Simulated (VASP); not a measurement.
Write the native input for VASP 6.6.1 that does the following.

- Task: single point
- Functional: RPBE
- Potentials or basis: VASP PAW PBE potentials, release 64 (C)
- Cutoff: 520 eV
- k mesh: 13 × 13 × 7
- Occupations: fermi-dirac, width 0.05 eV
- Spin: no spin polarisation
- Dipole correction: no
- Further INCAR settings: ALGO = Normal; EDIFF = 1e-07; NBANDS = 16

The structure of C lies in POSCAR:

```
C
1.0
    2.5237898967      0.0000000000      0.0000000000
   -1.2618949483      2.1856661644      0.0000000000
    0.0000000000      0.0000000000      4.1989960551
C
4
Direct
    0.3333333333      0.6666666667      0.0626895848
    0.6666666667      0.3333333333      0.5626895848
    0.3333333333      0.6666666667      0.4373104152
    0.6666666667      0.3333333333      0.9373104152
```

One way to write it, as run:

INCAR

```
ALGO     = Normal         # electronic algorithm
EDIFF    = 1E-7           # SCF threshold, eV
ENCUT    = 520            # plane-wave cutoff, eV
GGA      = RP             # functional
ISIF     = 2              # what is computed and relaxed
ISMEAR   = -1             # smearing method
LASPH    = T              # aspherical terms in the spheres
LCHARG   = T              # write CHGCAR
LELF     = T              # ELF
LREAL    = F              # projectors in reciprocal space
LVHAR    = T            
LWAVE    = F              # write WAVECAR
NBANDS   = 16             # bands
NELM     = 100            # most SCF steps
PREC     = Accurate       # precision mode
SIGMA    = 0.05           # smearing width, eV
```

KPOINTS

```
k-points
0
Gamma
  13 13 7
```

Potentials or basis: VASP PAW PBE potentials, release 64 (C).

The run is started by

```console
$ cat potpaw_PBE.64/C/POTCAR > POTCAR
$ mpirun -np 1 vasp_std > vasp.out
```

Results of the run:

```yaml
Pressure: 0.4 GPa
Largest_force: 0.006 eV/Å
Band_gap_on_the_k_mesh: 3.57 eV, indirect (least direct gap 4.94 eV)
```

Caveat: the PAW data sets were made with another functional, which shifts forces and pressure a little.

Run time: 22 s on 1 thread of AMD EPYC 7R13 Processor (Zen 3), on a shared host, peak memory 0.11 GiB.
